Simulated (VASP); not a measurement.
# Ti3S2 (R32) in VASP: a series of runs

Aim: see how the results for Ti3S2 move with the level of theory and the settings. Levels: LDA, r2SCAN. Tasks: single point, relaxation of cell and atoms.

Everything below comes from runs of VASP 6.6.1. Logs are shortened: lines on timing, memory, paths and dates and some standing lists are left out, and cuts for length are marked.

## (1) The cell of the first run

The structure is trigonal, space group R32 (No. 155). Conventional cell: a = 5.318 Å, b = 5.318 Å, c = 9.522 Å, α = 90.00°, β = 90.00°, γ = 120.00°. Ti (site symmetry 2) has 4 S at 2.37 to 2.40 Å and 8 Ti at 3.06 to 3.17 Å within 3.2 Å. Within 3.2 Å of S (site symmetry 3) lie 6 Ti at 2.37 to 2.40 Å and 4 S at 3.07 to 3.19 Å.

## (2) Single point, LDA

The input, INCAR:

```
PREC = Accurate ; ENCUT = 520
EDIFF = 1E-7 ; ISMEAR = -1
SIGMA = 0.05 ; LREAL = F
LASPH = T ; NELM = 100
ALGO = Normal ; ISIF = 2
LWAVE = F ; LCHARG = T
LELF = T ; LVHAR = T
NBANDS = 32
```

The input, KPOINTS:

```
Automatic mesh
0
Gamma
  6 6 6
```

The input, POSCAR:

```
Ti3S2
1.0
    2.6589864469      1.5351665409      3.1739242988
   -2.6589864469      1.5351665409      3.1739242988
    0.0000000000     -3.0703330818      3.1739242988
Ti S
3 2
Direct
    0.0000000000      0.3366151808      0.6633848192
    0.6633848192      0.0000000000      0.3366151808
    0.3366151808      0.6633848192      0.0000000000
    0.1675808092      0.1675808092      0.1675808092
    0.8324191908      0.8324191908      0.8324191908
```

Potentials or basis: VASP PAW LDA potentials, release 64 (Ti_sv, S).

The run is started by

```
> cat potpaw_LDA.64/Ti_sv/POTCAR potpaw_LDA.64/S/POTCAR > POTCAR
> mpirun -np 1 vasp_std > vasp.out
```

OUTCAR:

```text
PREC = Accurate
   ENCUT = 520
   EDIFF = 1E-7
   ISMEAR = -1
   LREAL = F
   LASPH = T
   NELM = 100
   ISIF = 2

 ion  position               nearest neighbor table
   1  0.000  0.337  0.663-   5 2.37   4 2.37   5 2.40   4 2.40
   2  0.663  0.000  0.337-   4 2.37   5 2.37   4 2.40   5 2.40
   3  0.337  0.663  0.000-   4 2.37   5 2.37   4 2.40   5 2.40
   4  0.168  0.168  0.168-   2 2.37   1 2.37   3 2.37   3 2.40   2 2.40   1 2.40
   5  0.832  0.832  0.832-   1 2.37   2 2.37   3 2.37   3 2.40   1 2.40   2 2.40

  LATTYP: Found a trigonal (rhomboedric) cell.
 ALAT       =     4.4159642987
 COS(alpha) =     0.2748779097

  Lattice vectors:

 A1 = (   2.6589864469,   1.5351665409,   3.1739242988)
 A2 = (  -2.6589864469,   1.5351665409,   3.1739242988)
 A3 = (   0.0000000000,  -3.0703330818,   3.1739242988)

Analysis of symmetry for initial positions (statically):
=====================================================================
 Subroutine PRICEL returns:
 Original cell was already a primitive cell.

 Routine SETGRP: Setting up the symmetry group for a
 trigonal (rhombohedral) supercell.

 Subroutine GETGRP returns: Found  6 space group operations
 (whereof  6 operations were pure point group operations)
 out of a pool of 12 trial point group operations.

The static configuration has the point symmetry D_3 .

Analysis of symmetry for dynamics (positions and initial velocities):
=====================================================================
 Subroutine PRICEL returns:
 Original cell was already a primitive cell.

 Routine SETGRP: Setting up the symmetry group for a
 trigonal (rhombohedral) supercell.

 Subroutine GETGRP returns: Found  6 space group operations
 (whereof  6 operations were pure point group operations)
 out of a pool of 12 trial point group operations.

The dynamic configuration has the point symmetry D_3 .

 Subroutine INISYM returns: Found  6 space group operations
 (whereof  6 operations are pure point group operations),
 and found     1 'primitive' translations

----------------------------------------------------------------------------------------

                                     Primitive cell

  volume of cell :      77.7355

  direct lattice vectors                    reciprocal lattice vectors
     2.658986447  1.535166541  3.173924299     0.188041575  0.108565854  0.105022459
    -2.658986447  1.535166541  3.173924299    -0.188041575  0.108565854  0.105022459
     0.000000000 -3.070333082  3.173924299     0.000000000 -0.217131708  0.105022459

  length of vectors
     4.415964299  4.415964299  4.415964299     0.241196798  0.241196798  0.241196798

  position of ions in fractional coordinates (direct lattice)
     1.000000000  0.336615181  0.663384819
     0.663384819  1.000000000  0.336615181
     0.336615181  0.663384819  0.000000000
     0.167580809  0.167580809  0.167580809
     0.832419191  0.832419191  0.832419191

  ion indices of the primitive-cell ions
   primitive index   ion index
                 1           1
                 2           2
                 3           3
                 4           4
                 5           5

----------------------------------------------------------------------------------------

 KPOINTS: Automatic mesh

Automatic generation of k-mesh.
 Grid dimensions read from file:
 generate k-points for:    6    6    6

 Generating k-lattice:

  Cartesian coordinates                     Fractional coordinates (reciprocal lattice)
     0.031340263  0.018094309  0.017503743     0.166666667 -0.000000000  0.000000000
    -0.031340263  0.018094309  0.017503743    -0.000000000  0.166666667  0.000000000
     0.000000000 -0.036188618  0.017503743     0.000000000  0.000000000  0.166666667

  Length of vectors
     0.040199466  0.040199466  0.040199466

  Shift w.r.t. Gamma in fractional coordinates (k-lattice)
     0.000000000  0.000000000  0.000000000

 Subroutine IBZKPT returns following result:
 ===========================================

 Found     32 irreducible k-points:

 Following reciprocal coordinates:
            Coordinates               Weight
  0.000000  0.000000  0.000000      1.000000
  0.166667  0.000000 -0.000000      6.000000
  0.333333  0.000000  0.000000      6.000000
  0.500000  0.000000  0.000000      3.000000
  0.166667  0.166667 -0.000000      6.000000
  0.333333  0.166667  0.000000     12.000000
[... 16 lines left out ...]
  0.500000  0.500000  0.166667      6.000000
 -0.333333  0.500000  0.166667     12.000000
 [... further k-points ...]
   k-points           NKPTS =     32   k-points in BZ     NKDIM =     32   number of bands    NBANDS=     32
   number of dos      NEDOS =    301   number of ions     NIONS =      5
   total plane-waves  NPLWV =  46656
   dimension x,y,z NGX =    36 NGY =   36 NGZ =   36
   dimension x,y,z NGXF=    72 NGYF=   72 NGZF=   72
   ions per type =               3   2
   NGX,Y,Z   is equivalent  to a cutoff of  13.55, 13.55, 13.55 a.u.
   NGXF,Y,Z  is equivalent  to a cutoff of  27.11, 27.11, 27.11 a.u.
 SYSTEM =  unknown system
   PREC   = accura    normal or accurate (medium, high low for compatibility)
   ISTART =      0    job   : 0-new  1-cont  2-samecut
   ICHARG =      2    charge: 1-file 2-atom 10-const
   ISPIN  =      1    spin polarized calculation?
   LNONCOLLINEAR =      F non collinear calculations
   LSORBIT =      F    spin-orbit coupling
   LASPH  =      T    aspherical Exc in radial PAW
   ENCUT  =  520.0 eV  38.22 Ry    6.18 a.u.   8.21  8.21  8.21*2*pi/ulx,y,z
   NELM   =    100;   NELMIN=  2; NELMDL= -5     # of ELM steps
   EDIFF  = 0.1E-06   stopping-criterion for ELM
   LREAL  =      F    real-space projection
   EDIFFG = 0.1E-05   stopping-criterion for IOM
   NSW    =      0    number of steps for IOM
   IBRION =     -1    ionic relax: 0-MD 1-quasi-New 2-CG
   NFREE  =      0    steps in history (QN), initial steepest desc. (CG)
   ISIF   =      2    stress and relaxation
   ISYM   =      2    0-nonsym 1-usesym 2-fastsym
   POTIM  = 0.5000    time-step for ionic-motion
   TEBEG  =    0.0;   TEEND  =   0.0 temperature during run
   PSTRESS=    0.0 pullay stress
   NELECT =      48.0000    total number of electrons
   NUPDOWN=      -1.0000    fix difference up-down
   EMIN   =  10.00;   EMAX   =-10.00  energy-range for DOS
   EFERMI =   0.00;   METHOD = LEGACY
   ISMEAR =    -1;   SIGMA  =   0.05  broadening in eV -4-tet -1-fermi 0-gaus
   EFERMI_NEDOS =   21; number of points for ismear=-14 and -15
   IALGO  =     38    algorithm
   IMIX   =      4    mixing-type and parameters
     AMIX     =   0.40;   BMIX     =  1.00
     AMIX_MAG =   1.60;   BMIX_MAG =  1.00
  volume/ion in A,a.u.               =      15.55       104.92
  Fermi-wavevector in a.u.,A,eV,Ry     =   1.394062  2.634395 26.441684  1.943409
  Thomas-Fermi vector in A             =   2.517648
   LORBIT       =      0    0 simple, 1 ext, 2 COOP (PROOUT), +10 PAW based schemes
   GGA     = CA    functional components
   LHFCALC =     F    Hartree Fock is set to
   AEXX    =    0.0000 exact exchange contribution
   IVDW    =     0    specifies the selected vdW correction
   LEPSILON=     F    determine dielectric tensor
   LRPA    =     F    only Hartree local field effects (RPA)
 non-spin polarized calculation
  energy-cutoff  :      520.00
  volume of cell :       77.74
 maximum number of plane-waves:      2110
 NGX is ok and might be reduce to    36
   NGX = 17   NGY = 17   NGZ = 17

 number of electron      48.0000002 magnetization

 Free energy of the ion-electron system (eV)
  ---------------------------------------------------
  ext. energy  EPLUGINS =         0.00000000
  ---------------------------------------------------
  free energy    TOTEN  =       -40.56446016 eV

  energy without entropy =      -40.54562802  energy(sigma->0) =      -40.55504409

 E-fermi :   8.9905     XC(G=0): -11.7755

 val. band max:        8.9494126330   @ k =   0.3333   0.0000   0.0000
 cond. band min:       8.9907364899   @ k =   0.0000   0.0000   0.0000
 fundamental gap:      0.0413238569
 Fermi energy:         8.9904650689

 k-point     1 :       0.0000    0.0000    0.0000
  band No.  band energies     occupation
      1     -47.1571      2.00000
      2     -47.0887      2.00000
      3     -47.0887      2.00000
      4     -23.9216      2.00000
      5     -23.9216      2.00000
      6     -23.8854      2.00000
[... 24 lines left out ...]
     31      11.6428      0.00000
     32      12.1068      0.00000

 k-point     2 :       0.1667    0.0000   -0.0000
  band No.  band energies     occupation
      1     -47.1522      2.00000
      2     -47.0941      2.00000
      3     -47.0882      2.00000
      4     -23.9509      2.00000
      5     -23.9183      2.00000
      6     -23.9065      2.00000
[... 24 lines left out ...]
     31      11.8889      0.00000
     32      11.9443      0.00000

 k-point     3 :       0.3333    0.0000    0.0000
  band No.  band energies     occupation
      1     -47.1390      2.00000
      2     -47.1055      2.00000
      3     -47.0897      2.00000
      4     -23.9730      2.00000
      5     -23.9474      2.00000
      6     -23.9026      2.00000
[... 24 lines left out ...]
     31      11.7918      0.00000
     32      11.9540      0.00000

 k-point     4 :       0.5000    0.0000    0.0000
  band No.  band energies     occupation
      1     -47.1225      2.00000
      2     -47.1211      2.00000
      3     -47.0905      2.00000
      4     -23.9810      2.00000
      5     -23.9587      2.00000
      6     -23.8763      2.00000
[... 24 lines left out ...]
     31      11.7987      0.00000
     32      11.8141      0.00000

 k-point     5 :       0.1667    0.1667   -0.0000
  band No.  band energies     occupation
      1     -47.1506      2.00000
      2     -47.0961      2.00000
      3     -47.0876      2.00000
      4     -23.9700      2.00000
      5     -23.9317      2.00000
      6     -23.8959      2.00000
[... 584 lines left out ...]
     31      11.5648      0.00000
     32      11.7725      0.00000

 k-point    22 :      -0.1667    0.3333    0.1667
  band No.  band energies     occupation
      1     -47.1296      2.00000
      2     -47.1035      2.00000
      3     -47.1009      2.00000
      4     -23.9996      2.00000
      5     -23.9538      2.00000
      6     -23.8791      2.00000
[... 24 lines left out ...]
     31      11.6930      0.00000
     32      11.7943      0.00000

 k-point    23 :       0.5000    0.5000    0.1667
  band No.  band energies     occupation
      1     -47.1251      2.00000
      2     -47.1056      2.00000
      3     -47.1025      2.00000
      4     -24.0325      2.00000
      5     -23.9799      2.00000
      6     -23.9037      2.00000
[... 24 lines left out ...]
     31      11.5180      0.00000
     32      11.6726      0.00000

 k-point    24 :      -0.3333    0.5000    0.1667
  band No.  band energies     occupation
      1     -47.1145      2.00000
      2     -47.1106      2.00000
      3     -47.1083      2.00000
      4     -24.0284      2.00000
      5     -23.9685      2.00000
      6     -23.8856      2.00000
[... 24 lines left out ...]
     31      11.5809      0.00000
     32      11.8367      0.00000

 [... further k-points ...]

------------------------ aborting loop because EDIFF is reached ----------------------------------------

  FORCE on cell =-STRESS in cart. coord.  units (eV):
  Direction    XX          YY          ZZ          XY          YZ          ZX
  --------------------------------------------------------------------------------------
  -------------------------------------------------------------------------------------
  Total        0.0952924      0.0952924      0.1688460      0.0000000      0.0000000      0.0000000
  in kB        1.9640356      1.9640356      3.4800205      0.0000000      0.0000000      0.0000000
  external PRESSURE =       2.4693639 kB  Pullay stress =       0.0000000 kB

 VOLUME and BASIS-vectors are now :
 -----------------------------------------------------------------------------
  energy-cutoff  :      520.00
  volume of cell :       77.74
      direct lattice vectors                 reciprocal lattice vectors
     2.658986447  1.535166541  3.173924299     0.188041575  0.108565854  0.105022459
    -2.658986447  1.535166541  3.173924299    -0.188041575  0.108565854  0.105022459
     0.000000000 -3.070333082  3.173924299     0.000000000 -0.217131708  0.105022459

 POSITION                                       TOTAL-FORCE (eV/Angst)
 -----------------------------------------------------------------------------------
     -0.89506     -1.52005      3.17392        -0.004633      0.008024     -0.000000
      1.76393     -0.01511      3.17392        -0.004633     -0.008024     -0.000000
     -0.86888      1.53517      3.17392         0.009266     -0.000000     -0.000000
      0.00000      0.00000      1.59567         0.000000     -0.000000     -0.006055
      0.00000      0.00000      7.92611         0.000000     -0.000000      0.006055
 -----------------------------------------------------------------------------------
    total drift:                               -0.000000     -0.000000      0.000000

  FREE ENERGIE OF THE ION-ELECTRON SYSTEM (eV)
  ---------------------------------------------------
  free  energy   TOTEN  =       -40.5644601572 eV

  energy  without entropy=      -40.5456280156  energy(sigma->0) =      -40.55504409
```

Run time: 2.2 min. Hardware: 1 thread of Intel Xeon Platinum 8488C (Sapphire Rapids), shared host; peak memory 0.21 GiB.

Results:

- Free energy: -40.5645 eV
- Pressure: 0.2 GPa
- Largest force: 0.009 eV/Å
- Band gap on the k mesh: zero (bands 24 and 25 overlap by 0.21 eV)

Forces in eV/Å, atoms in the order of the input:
```
Ti  -0.005  0.008  0.000
Ti  -0.005 -0.008  0.000
Ti   0.009  0.000  0.000
S    0.000  0.000 -0.006
S    0.000  0.000  0.006
```

## (3) Single point, LDA

This run uses another cell than the first one, of 16.51 Å³/atom.

The input, INCAR:

```
SYSTEM = Ti3S2
PREC     = Accurate       ! precision mode
ENCUT    = 520            ! plane-wave cutoff, eV
EDIFF    = 1E-6           ! SCF threshold, eV
ISMEAR   = -1             ! smearing method
SIGMA    = 0.05           ! smearing width, eV
LREAL    = .FALSE.        ! projectors in reciprocal space
LASPH    = .TRUE.         ! aspherical terms in the spheres
NELM     = 100            ! most SCF steps
ALGO     = Normal         ! electronic algorithm
ISIF     = 2              ! what is computed and relaxed
LWAVE    = .FALSE.        ! write WAVECAR
LCHARG   = .FALSE.        ! write CHGCAR
NBANDS   = 32             ! bands
```

The input, KPOINTS:

```
Automatic mesh
0
G
  6 6 6
  0 0 0
```

The input, POSCAR:

```
Ti3S2
1.0
    2.7131139241      1.5664170544      3.2376184047
   -2.7131139241      1.5664170544      3.2376184047
    0.0000000000     -3.1328341088      3.2376184047
Ti S
3 2
Direct
    0.0000000000      0.3356550000      0.6643450000
    0.6643450000      0.0000000000      0.3356550000
    0.3356550000      0.6643450000      0.0000000000
    0.1678390000      0.1678390000      0.1678390000
    0.8321610000      0.8321610000      0.8321610000
```

Potentials or basis: VASP PAW LDA potentials, release 64 (Ti_sv, S).

The run is started by

```
> cat potpaw_LDA.64/Ti_sv/POTCAR potpaw_LDA.64/S/POTCAR > POTCAR
> mpirun -np 1 vasp_std > vasp.out
```

Wall time 1.9 min (1 thread of Intel Xeon Platinum 8488C (Sapphire Rapids), shared host); peak memory 0.21 GiB.

It converged, with:

- Free energy: -40.4510 eV
- Pressure: -7.6 GPa
- Largest force: 0.087 eV/Å
- Band gap on the k mesh: zero (bands 24 and 25 overlap by 0.22 eV)

Forces on the atoms (eV/Å):
```
Ti   0.044 -0.076  0.000
Ti   0.044  0.076  0.000
Ti  -0.087  0.000  0.000
S    0.000  0.000  0.050
S    0.000  0.000 -0.050
```

Stress tensor (GPa, compression positive):
```
-7.15  0.00  0.00
 0.00 -7.15  0.00
 0.00  0.00 -8.36
```

Levels at points of the mesh, in eV from the Fermi level:
| k point | band 21 | band 22 | band 23 | band 24 | band 25 | band 26 | band 27 | band 28 |
| --- | --- | --- | --- | --- | --- | --- | --- | --- |
| (0.00, 0.00, 0.00) | -2.11 | -1.41 | 0.00 | 0.00 | 0.55 | 0.55 | 1.74 | 1.74 |
| (0.50, 0.00, 0.00) | -0.91 | -0.88 | -0.67 | -0.44 | -0.15 | 0.80 | 1.26 | 1.35 |
| (0.50, 0.50, 0.00) | -1.45 | -1.02 | -0.68 | -0.20 | 0.09 | 0.65 | 1.33 | 1.52 |
| (0.50, 0.50, 0.50) | -0.79 | -0.17 | -0.17 | -0.06 | 0.29 | 0.29 | 0.79 | 0.79 |

Caveat: the cell stands under tension.

[end of part 1 of 2]
